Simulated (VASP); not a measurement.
# Sc3Al (Pm-3m) in VASP: notebook

Sc3Al is run at these levels: r2SCAN; tasks: single point.

Everything below comes from runs of VASP 6.6.1. Logs are shortened: lines on timing, memory, paths and dates and some standing lists are left out, and cuts for length are marked.

### Step 1. The cell of the first run

The structure is cubic, space group Pm-3m (No. 221). The conventional cell has a = 4.432 Å, b = 4.432 Å, c = 4.432 Å, α = 90.00°, β = 90.00°, γ = 90.00°. Within 4.1 Å of Sc (site symmetry 4/mmm) lie 8 Sc at 3.13 Å and 4 Al at 3.13 Å. Within 4.1 Å of Al (site symmetry m-3m) lie 12 Sc at 3.13 Å.

### Step 2. Single point, r2SCAN

File POSCAR:

```
Sc3Al
1.0
    4.4319880000      0.0000000000      0.0000000000
    0.0000000000      4.4319880000      0.0000000000
    0.0000000000      0.0000000000      4.4319880000
Sc Al
3 1
Direct
    0.5000000000      0.0000000000      0.5000000000
    0.0000000000      0.5000000000      0.5000000000
    0.5000000000      0.5000000000      0.0000000000
    0.0000000000      0.0000000000      0.0000000000
```

File INCAR.step1:

```
PREC = Accurate ; ENCUT = 520
ISMEAR = -1 ; SIGMA = 0.25
LREAL = False ; LASPH = True
NELM = 80 ; NBANDS = 26
GGA = PE ; ALGO = Normal
EDIFF = 1E-4 ; LWAVE = True
LCHARG = False
```

File INCAR.step2:

```
PREC = Accurate ; ENCUT = 520
EDIFF = 1E-7 ; ISMEAR = -1
SIGMA = 0.25 ; LREAL = False
LASPH = True ; NELM = 80
ALGO = Normal ; ISIF = 2
LWAVE = False ; LCHARG = False
METAGGA = R2SCAN ; LMIXTAU = True
NBANDS = 26 ; ISTART = 1
```

File KPOINTS:

```
regular mesh
0
Gamma
  5 5 5
```

Potentials or basis: VASP PAW PBE potentials, release 64 (Sc_sv, Al).

The run is started by

```sh
$ cat potpaw_PBE.64/Sc_sv/POTCAR potpaw_PBE.64/Al/POTCAR > POTCAR
$ cp INCAR.step1 INCAR
$ mpirun -np 1 vasp_std > vasp.out
$ cp INCAR.step2 INCAR
$ mpirun -np 1 vasp_std > vasp.out
```

OUTCAR:

```text
PREC = Accurate
   ENCUT = 520
   EDIFF = 1E-7
   ISMEAR = -1
   LREAL = False
   LASPH = True
   NELM = 80
   ISIF = 2
   METAGGA = R2SCAN
   ISTART = 1

 ion  position               nearest neighbor table
   1  0.500  0.000  0.500-   2 3.13   3 3.13   4 3.13   3 3.13   4 3.13   2 3.13   3 3.13   3 3.13
                             2 3.13   4 3.13   4 3.13   2 3.13
   2  0.000  0.500  0.500-   1 3.13   3 3.13   4 3.13   3 3.13   4 3.13   1 3.13   4 3.13   4 3.13
                             1 3.13   3 3.13   3 3.13   1 3.13
   3  0.500  0.500  0.000-   1 3.13   2 3.13   4 3.13   1 3.13   2 3.13   1 3.13   4 3.13   1 3.13
                             2 3.13   4 3.13   2 3.13   4 3.13
   4  0.000  0.000  0.000-   1 3.13   2 3.13   3 3.13   1 3.13   2 3.13   2 3.13   3 3.13   2 3.13
                             1 3.13   3 3.13   1 3.13   3 3.13

  LATTYP: Found a simple cubic cell.
 ALAT       =     4.4319880000

  Lattice vectors:

 A1 = (   4.4319880000,   0.0000000000,   0.0000000000)
 A2 = (   0.0000000000,   4.4319880000,   0.0000000000)
 A3 = (   0.0000000000,   0.0000000000,   4.4319880000)

Analysis of symmetry for initial positions (statically):
=====================================================================
 Subroutine PRICEL returns:
 Original cell was already a primitive cell.

 Routine SETGRP: Setting up the symmetry group for a
 simple cubic supercell.

 Subroutine GETGRP returns: Found 48 space group operations
 (whereof 48 operations were pure point group operations)
 out of a pool of 48 trial point group operations.

The static configuration has the point symmetry O_h .

Analysis of symmetry for dynamics (positions and initial velocities):
=====================================================================
 Subroutine PRICEL returns:
 Original cell was already a primitive cell.

 Routine SETGRP: Setting up the symmetry group for a
 simple cubic supercell.

 Subroutine GETGRP returns: Found 48 space group operations
 (whereof 48 operations were pure point group operations)
 out of a pool of 48 trial point group operations.

The dynamic configuration has the point symmetry O_h .

 Subroutine INISYM returns: Found 48 space group operations
 (whereof 48 operations are pure point group operations),
 and found     1 'primitive' translations

----------------------------------------------------------------------------------------

                                     Primitive cell

  volume of cell :      87.0554

  direct lattice vectors                    reciprocal lattice vectors
     4.431988000  0.000000000  0.000000000     0.225632380  0.000000000  0.000000000
     0.000000000  4.431988000  0.000000000     0.000000000  0.225632380  0.000000000
     0.000000000  0.000000000  4.431988000     0.000000000  0.000000000  0.225632380

  length of vectors
     4.431988000  4.431988000  4.431988000     0.225632380  0.225632380  0.225632380

  position of ions in fractional coordinates (direct lattice)
     0.500000000  0.000000000  0.500000000
     0.000000000  0.500000000  0.500000000
     0.500000000  0.500000000  0.000000000
     0.000000000  0.000000000  0.000000000

  ion indices of the primitive-cell ions
   primitive index   ion index
                 1           1
                 2           2
                 3           3
                 4           4

----------------------------------------------------------------------------------------

 KPOINTS: regular mesh

Automatic generation of k-mesh.
 Grid dimensions read from file:
 generate k-points for:    5    5    5

 Generating k-lattice:

  Cartesian coordinates                     Fractional coordinates (reciprocal lattice)
     0.045126476  0.000000000  0.000000000     0.200000000  0.000000000  0.000000000
     0.000000000  0.045126476  0.000000000     0.000000000  0.200000000  0.000000000
     0.000000000  0.000000000  0.045126476     0.000000000  0.000000000  0.200000000

  Length of vectors
     0.045126476  0.045126476  0.045126476

  Shift w.r.t. Gamma in fractional coordinates (k-lattice)
     0.000000000  0.000000000  0.000000000

 Subroutine IBZKPT returns following result:
 ===========================================

 Found     10 irreducible k-points:

 Following reciprocal coordinates:
            Coordinates               Weight
  0.000000  0.000000  0.000000      1.000000
  0.200000  0.000000  0.000000      6.000000
  0.400000  0.000000  0.000000      6.000000
  0.200000  0.200000  0.000000     12.000000
  0.400000  0.200000  0.000000     24.000000
  0.400000  0.400000  0.000000     12.000000
  0.200000  0.200000  0.200000      8.000000
  0.400000  0.200000  0.200000     24.000000
  0.400000  0.400000  0.200000     24.000000
  0.400000  0.400000  0.400000      8.000000
   k-points           NKPTS =     10   k-points in BZ     NKDIM =     10   number of bands    NBANDS=     26
   number of dos      NEDOS =    301   number of ions     NIONS =      4
   total plane-waves  NPLWV =  46656
   dimension x,y,z NGX =    36 NGY =   36 NGZ =   36
   dimension x,y,z NGXF=    72 NGYF=   72 NGZF=   72
   ions per type =               3   1
   NGX,Y,Z   is equivalent  to a cutoff of  13.50, 13.50, 13.50 a.u.
   NGXF,Y,Z  is equivalent  to a cutoff of  27.01, 27.01, 27.01 a.u.
 SYSTEM =  unknown system
   PREC   = accura    normal or accurate (medium, high low for compatibility)
   ISTART =      1    job   : 0-new  1-cont  2-samecut
   ICHARG =      0    charge: 1-file 2-atom 10-const
   ISPIN  =      1    spin polarized calculation?
   LNONCOLLINEAR =      F non collinear calculations
   LSORBIT =      F    spin-orbit coupling
   LASPH  =      T    aspherical Exc in radial PAW
   ENCUT  =  520.0 eV  38.22 Ry    6.18 a.u.   8.24  8.24  8.24*2*pi/ulx,y,z
   NELM   =     80;   NELMIN=  2; NELMDL=  0     # of ELM steps
   EDIFF  = 0.1E-06   stopping-criterion for ELM
   LREAL  =      F    real-space projection
   EDIFFG = 0.1E-05   stopping-criterion for IOM
   NSW    =      0    number of steps for IOM
   IBRION =     -1    ionic relax: 0-MD 1-quasi-New 2-CG
   NFREE  =      0    steps in history (QN), initial steepest desc. (CG)
   ISIF   =      2    stress and relaxation
   ISYM   =      2    0-nonsym 1-usesym 2-fastsym
   POTIM  = 0.5000    time-step for ionic-motion
   TEBEG  =    0.0;   TEEND  =   0.0 temperature during run
   PSTRESS=    0.0 pullay stress
   NELECT =      36.0000    total number of electrons
   NUPDOWN=      -1.0000    fix difference up-down
   EMIN   =  10.00;   EMAX   =-10.00  energy-range for DOS
   EFERMI =   0.00;   METHOD = LEGACY
   ISMEAR =    -1;   SIGMA  =   0.25  broadening in eV -4-tet -1-fermi 0-gaus
   EFERMI_NEDOS =   21; number of points for ismear=-14 and -15
   IALGO  =     38    algorithm
   IMIX   =      4    mixing-type and parameters
     AMIX     =   0.40;   BMIX     =  1.00
     AMIX_MAG =   1.60;   BMIX_MAG =  1.00
  volume/ion in A,a.u.               =      21.76       146.87
  Fermi-wavevector in a.u.,A,eV,Ry     =   1.219674  2.304850 20.240089  1.487605
  Thomas-Fermi vector in A             =   2.354918
   LORBIT       =      0    0 simple, 1 ext, 2 COOP (PROOUT), +10 PAW based schemes
   METAGGA = R2SCAN    functional components
   LHFCALC =     F    Hartree Fock is set to
   AEXX    =    0.0000 exact exchange contribution
   IVDW    =     0    specifies the selected vdW correction
   LEPSILON=     F    determine dielectric tensor
   LRPA    =     F    only Hartree local field effects (RPA)
 non-spin polarized calculation
  energy-cutoff  :      520.00
  volume of cell :       87.06
 maximum number of plane-waves:      2356
 NGX is ok and might be reduce to    36
   NGX = 17   NGY = 17   NGZ = 17

 number of electron      35.9999990 magnetization

 Free energy of the ion-electron system (eV)
  ---------------------------------------------------
  ext. energy  EPLUGINS =         0.00000000
  ---------------------------------------------------
  free energy    TOTEN  =       -42.34547227 eV

  energy without entropy =      -41.45035678  energy(sigma->0) =      -41.89791452

 E-fermi :   4.7454     XC(G=0): -10.8002

 val. band max:        4.7432026211   @ k =   0.4000   0.2000   0.2000
 cond. band min:       4.7820617457   @ k =   0.2000   0.2000   0.2000
 fundamental gap:      0.0388591246
 Fermi energy:         4.7454245684

 k-point     1 :       0.0000    0.0000    0.0000
  band No.  band energies     occupation
      1     -46.7668      2.00000
      2     -46.6654      2.00000
      3     -46.6654      2.00000
      4     -24.6047      2.00000
      5     -24.6047      2.00000
      6     -24.6047      2.00000
[... 18 lines left out ...]
     25       7.3268      0.00007
     26       8.5487      0.00000

 k-point     2 :       0.2000    0.0000    0.0000
  band No.  band energies     occupation
      1     -46.7582      2.00000
      2     -46.6739      2.00000
      3     -46.6653      2.00000
      4     -24.5829      2.00000
      5     -24.5829      2.00000
      6     -24.5713      2.00000
[... 18 lines left out ...]
     25       7.6251      0.00002
     26       8.1341      0.00000

 k-point     3 :       0.4000    0.0000    0.0000
  band No.  band energies     occupation
      1     -46.7384      2.00000
      2     -46.6935      2.00000
      3     -46.6652      2.00000
      4     -24.5377      2.00000
      5     -24.5377      2.00000
      6     -24.4808      2.00000
[... 18 lines left out ...]
     25       7.5107      0.00003
     26       7.5107      0.00003

 k-point     4 :       0.2000    0.2000    0.0000
  band No.  band energies     occupation
      1     -46.7504      2.00000
      2     -46.6770      2.00000
      3     -46.6699      2.00000
      4     -24.5976      2.00000
      5     -24.5605      2.00000
      6     -24.5145      2.00000
[... 18 lines left out ...]
     25       7.7009      0.00001
     26       7.8894      0.00001
[... 90 lines left out ...]
      1     -46.7262      2.00000
      2     -46.6936      2.00000
      3     -46.6767      2.00000
      4     -24.6176      2.00000
      5     -24.4969      2.00000
      6     -24.4868      2.00000
[... 18 lines left out ...]
     25       7.4935      0.00003
     26       7.6235      0.00002

 k-point     9 :       0.4000    0.4000    0.2000
  band No.  band energies     occupation
      1     -46.7124      2.00000
      2     -46.6954      2.00000
      3     -46.6882      2.00000
      4     -24.6504      2.00000
      5     -24.5517      2.00000
      6     -24.4902      2.00000
[... 18 lines left out ...]
     25       7.3062      0.00007
     26       7.3746      0.00005

 k-point    10 :       0.4000    0.4000    0.4000
  band No.  band energies     occupation
      1     -46.7049      2.00000
      2     -46.6952      2.00000
      3     -46.6952      2.00000
      4     -24.7202      2.00000
      5     -24.5534      2.00000
      6     -24.5499      2.00000
[... 18 lines left out ...]
     25       7.2914      0.00008
     26       7.2914      0.00008

------------------------ aborting loop because EDIFF is reached ----------------------------------------

  FORCE on cell =-STRESS in cart. coord.  units (eV):
  Direction    XX          YY          ZZ          XY          YZ          ZX
  --------------------------------------------------------------------------------------
  -------------------------------------------------------------------------------------
  Total        0.4046033      0.4046033      0.4046033     -0.0000000     -0.0000000      0.0000000
  in kB        7.4463651      7.4463651      7.4463651     -0.0000000     -0.0000000      0.0000000
  external PRESSURE =       7.4463651 kB  Pullay stress =       0.0000000 kB

 VOLUME and BASIS-vectors are now :
 -----------------------------------------------------------------------------
  energy-cutoff  :      520.00
  volume of cell :       87.06
      direct lattice vectors                 reciprocal lattice vectors
     4.431988000  0.000000000  0.000000000     0.225632380  0.000000000  0.000000000
     0.000000000  4.431988000  0.000000000     0.000000000  0.225632380  0.000000000
     0.000000000  0.000000000  4.431988000     0.000000000  0.000000000  0.225632380

 POSITION                                       TOTAL-FORCE (eV/Angst)
 -----------------------------------------------------------------------------------
      2.21599      0.00000      2.21599         0.000000      0.000000      0.000000
      0.00000      2.21599      2.21599         0.000000      0.000000      0.000000
      2.21599      2.21599      0.00000         0.000000      0.000000      0.000000
      0.00000      0.00000      0.00000         0.000000      0.000000      0.000000
 -----------------------------------------------------------------------------------
    total drift:                                0.000000      0.000000      0.000000

  FREE ENERGIE OF THE ION-ELECTRON SYSTEM (eV)
  ---------------------------------------------------
  free  energy   TOTEN  =       -42.3454722688 eV

  energy  without entropy=      -41.4503567751  energy(sigma->0) =      -41.89791452
```

Run time: 1.8 min. Hardware: 1 thread of Intel Xeon Platinum 8488C (Sapphire Rapids), shared host; peak memory 0.21 GiB.

Results:

```yaml
Free_energy: -42.3455 eV
Pressure: 0.7 GPa
Band_gap_on_the_k_mesh: zero (band 18 reaches 5.06 eV, above the bottom of band 19 at 4.07 eV)
```

Caveat: the PAW data sets were made with another functional, which shifts forces and pressure a little.

### Step 3. Single point, r2SCAN

POSCAR is that of step 2.

File INCAR.step1:

```
ALGO = Normal
EDIFF = 1E-4
ENCUT = 520
GGA = PE
ISMEAR = -1
LASPH = T
LCHARG = F
LREAL = F
LWAVE = T
NBANDS = 26
NELM = 100
PREC = Accurate
SIGMA = 0.15
```

File INCAR.step2:

```
ALGO = Normal
EDIFF = 1E-6
ENCUT = 520
ISIF = 2
ISMEAR = -1
ISTART = 1
LASPH = T
LCHARG = T
LELF = T
LMIXTAU = T
LREAL = F
LVHAR = T
LWAVE = F
METAGGA = R2SCAN
NBANDS = 26
NELM = 100
PREC = Accurate
SIGMA = 0.15
```

File KPOINTS:

```
k-points
0
Gamma
  5 5 5
```

Potentials or basis: VASP PAW PBE potentials, release 64 (Sc_sv, Al).

The run is started by

```sh
$ cat potpaw_PBE.64/Sc_sv/POTCAR potpaw_PBE.64/Al/POTCAR > POTCAR
$ cp INCAR.step1 INCAR
$ mpirun -np 1 vasp_std > vasp.out
$ cp INCAR.step2 INCAR
$ mpirun -np 1 vasp_std > vasp.out
```

Wall time 100 s (1 thread of Intel Xeon Platinum 8488C (Sapphire Rapids), shared host); peak memory 0.21 GiB.

It converged, with:

- Free energy: -42.0448 eV
- Pressure: 0.3 GPa
- Band gap on the k mesh: zero (band 18 reaches 5.05 eV, above the bottom of band 19 at 4.06 eV)

Levels at points of the mesh, in eV from the Fermi level:
```tsv
k point	band 16	band 17	band 18	band 19	band 20	band 21
(0.00, 0.00, 0.00)	-1.03	-0.37	-0.37	-0.37	0.49	0.49
```

Caveat: the PAW data sets were made with another functional, which shifts forces and pressure a little.

### Step 4. Single point, r2SCAN

POSCAR is that of step 3.

File INCAR.step1:

```
SYSTEM = Sc3Al
PREC     = Accurate       ! precision mode
ENCUT    = 520            ! plane-wave cutoff, eV
ISMEAR   = -1             ! smearing method
SIGMA    = 0.1            ! smearing width, eV
LREAL    = .False.        ! projectors in reciprocal space
LASPH    = .True.         ! aspherical terms in the spheres
NELM     = 100            ! most SCF steps
NBANDS   = 26             ! bands
GGA      = PE             ! functional
ALGO     = Normal         ! electronic algorithm
EDIFF    = 1E-4           ! SCF threshold, eV
LWAVE    = .True.         ! write WAVECAR
LCHARG   = .False.        ! write CHGCAR
```

File INCAR.step2:

```
SYSTEM = Sc3Al
PREC     = Accurate       ! precision mode
ENCUT    = 520            ! plane-wave cutoff, eV
EDIFF    = 1E-7           ! SCF threshold, eV
ISMEAR   = -1             ! smearing method
SIGMA    = 0.1            ! smearing width, eV
LREAL    = .False.        ! projectors in reciprocal space
LASPH    = .True.         ! aspherical terms in the spheres
NELM     = 100            ! most SCF steps
ALGO     = Normal         ! electronic algorithm
ISIF     = 2              ! what is computed and relaxed
LWAVE    = .False.        ! write WAVECAR
LCHARG   = .True.         ! write CHGCAR
METAGGA  = R2SCAN         ! meta-GGA
LMIXTAU  = .True.       
LELF     = .True.         ! ELF
LVHAR    = .True.       
NBANDS   = 26             ! bands
ISTART   = 1
```

File KPOINTS:

```
regular mesh
0
Gamma
  5 5 5
  0 0 0
```

The run is started by

```sh
$ cat potpaw_PBE.64/Sc_sv/POTCAR potpaw_PBE.64/Al/POTCAR > POTCAR
$ cp INCAR.step1 INCAR
$ mpirun -np 1 vasp_std > vasp.out
$ cp INCAR.step2 INCAR
$ mpirun -np 1 vasp_std > vasp.out
```

It took 1.7 min on 1 thread of Intel Xeon Platinum 8488C (Sapphire Rapids), shared host; peak memory 0.21 GiB.

Results (log left out):

```yaml
Free_energy: -41.9356 eV
Pressure: 0.2 GPa
Band_gap_on_the_k_mesh: zero (band 18 reaches 5.04 eV, above the bottom of band 19 at 4.06 eV)
```

Levels at points of the mesh, in eV from the Fermi level:
```csv
k point,band 15,band 16,band 17,band 18,band 19,band 20,band 21,band 22
"(0.00, 0.00, 0.00)",-1.05,-1.05,-0.39,-0.39,-0.39,0.47,0.47,0.47
```

Caveat: the PAW data sets were made with another functional, which shifts forces and pressure a little.

### Step 5. Single point, r2SCAN

POSCAR is that of step 4.

File INCAR.step1:

```
PREC     = Accurate       # precision mode
ENCUT    = 520            # plane-wave cutoff, eV
ISMEAR   = -1             # smearing method
SIGMA    = 0.05           # smearing width, eV
LREAL    = F              # projectors in reciprocal space
LASPH    = T              # aspherical terms in the spheres
NELM     = 80             # most SCF steps
NBANDS   = 26             # bands
GGA      = PE             # functional
ALGO     = Normal         # electronic algorithm
EDIFF    = 1E-4           # SCF threshold, eV
LWAVE    = T              # write WAVECAR
LCHARG   = F              # write CHGCAR
```

File INCAR.step2:

```
PREC     = Accurate       # precision mode
ENCUT    = 520            # plane-wave cutoff, eV
EDIFF    = 1E-6           # SCF threshold, eV
ISMEAR   = -1             # smearing method
SIGMA    = 0.05           # smearing width, eV
LREAL    = F              # projectors in reciprocal space
LASPH    = T              # aspherical terms in the spheres
NELM     = 80             # most SCF steps
ALGO     = Normal         # electronic algorithm
ISIF     = 2              # what is computed and relaxed
LWAVE    = F              # write WAVECAR
LCHARG   = F              # write CHGCAR
METAGGA  = R2SCAN         # meta-GGA
LMIXTAU  = T            
NBANDS   = 26             # bands
ISTART   = 1
```

File KPOINTS:

```
Automatic mesh
0
Gamma
  5 5 5
```

The run is started by

```sh
$ cat potpaw_PBE.64/Sc_sv/POTCAR potpaw_PBE.64/Al/POTCAR > POTCAR
$ cp INCAR.step1 INCAR
$ mpirun -np 1 vasp_std > vasp.out
$ cp INCAR.step2 INCAR
$ mpirun -np 1 vasp_std > vasp.out
```

Wall time 83 s (1 thread of Intel Xeon Platinum 8488C (Sapphire Rapids), shared host); peak memory 0.21 GiB.

Results (log left out):

| Item | Value |
| --- | --- |
| Free energy | -41.8586 eV |
| Pressure | 0.1 GPa |
| Band gap on the k mesh | zero (band 18 reaches 5.04 eV, above the bottom of band 19 at 4.05 eV) |

Levels at points of the mesh, in eV from the Fermi level:
| k point | band 14 | band 15 | band 16 | band 17 | band 18 | band 19 | band 20 | band 21 | band 22 | band 23 |
| --- | --- | --- | --- | --- | --- | --- | --- | --- | --- | --- |
| (0.00, 0.00, 0.00) | -2.74 | -1.07 | -1.07 | -0.42 | -0.42 | -0.42 | 0.45 | 0.45 | 0.45 | 2.47 |

Caveat: the PAW data sets were made with another functional, which shifts forces and pressure a little.

(Continued in part 2 of 2.)
